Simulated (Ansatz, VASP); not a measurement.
One calculation of InGa2As3, two programs

```
In Ga As
1.0
     3.98474    0.00000    0.00000
    -1.99237    3.45089    0.00000
     0.00000    0.00000    9.76058
In Ga As
1 2 3
Direct
  0.33333 0.66667 0.66667
  0.00000 0.00000 0.00000
  0.66667 0.33333 0.33333
  0.00000 0.00000 0.25000
  0.66667 0.33333 0.58333
  0.33333 0.66667 0.91667
```

Alike in both runs: task single point; functional PBE; k mesh 6 × 6 × 2; occupations gaussian, width 0.1 eV; no spin polarisation.

|  | VASP | Ansatz |
| --- | --- | --- |
| version | VASP 6.6.1 | Ansatz 0.2.0 |
| potentials or method | VASP PAW PBE potentials, release 64 (In_d, Ga_d, As), cutoff 520 eV | scalar-relativistic, plane waves, PAW |
| valence electrons in the cell | 54 | 84 |

Ansatz gave:

- gap on the k mesh at the Fermi level (eV): 0.55
- least direct gap on the mesh (eV): 0.55
- pressure (GPa): 11.4
- traceless stress, the component that is largest in VASP (GPa): -0.25
- rms of the force components (eV/Å): 0.571

Which values does VASP return?

gap on the k mesh at the Fermi level (eV): 0.55; least direct gap on the mesh (eV): 0.55; pressure (GPa): 11.6; traceless stress, the component that is largest in VASP (GPa): -0.25; rms of the force components (eV/Å): 0.570.

Atom by atom the forces differ by 0.001 eV/Å (rms over components). The functional is the same, so the differences come from potentials, cutoffs and numerics. VASP's potentials hold 54 valence electrons a cell and Ansatz's 84, so a difference there can come from the potentials and not from the codes.
